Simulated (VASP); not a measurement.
# LiCl: single point with HSE06

LiCl:

```
Li Cl
1.0
     0.00000    2.55604    2.55604
     2.55604    0.00000    2.55604
     2.55604    2.55604    0.00000
Li Cl
1 1
Cartesian
  0.0000 0.0000 0.0000
  2.5560 2.5560 2.5560
```

- Program: VASP 6.6.1
- Task: single point
- Functional: HSE06
- Potentials or basis: VASP PAW PBE potentials, release 64 (Li_sv, Cl)
- Cutoff: 520 eV
- k mesh: 4 × 4 × 4
- Occupations: gaussian, width 0.01 eV
- Spin: no spin polarisation

The band gap on the k mesh is 7.80 eV.

Levels at points of the mesh, in eV from the valence-band top:
| k point | band 3 | band 4 | band 5 | band 6 | band 7 | band 8 |
| --- | --- | --- | --- | --- | --- | --- |
| (0.00, 0.00, 0.00) | 0.00 | 0.00 | 0.00 | 7.80 | 13.47 | 13.47 |
| (0.50, 0.00, 0.00) | -3.09 | -0.29 | -0.29 | 8.14 | 11.00 | 11.00 |
| (0.50, 0.50, 0.00) | -3.16 | -1.21 | -1.21 | 9.32 | 9.61 | 14.23 |

Wall time 96 s on 1 thread of AMD EPYC 7R13 Processor (Zen 3), with other jobs on the host, peak memory 0.22 GiB.

Caveat: the k points lie up to 0.53 Å⁻¹ apart. A k mesh can miss the band edges.
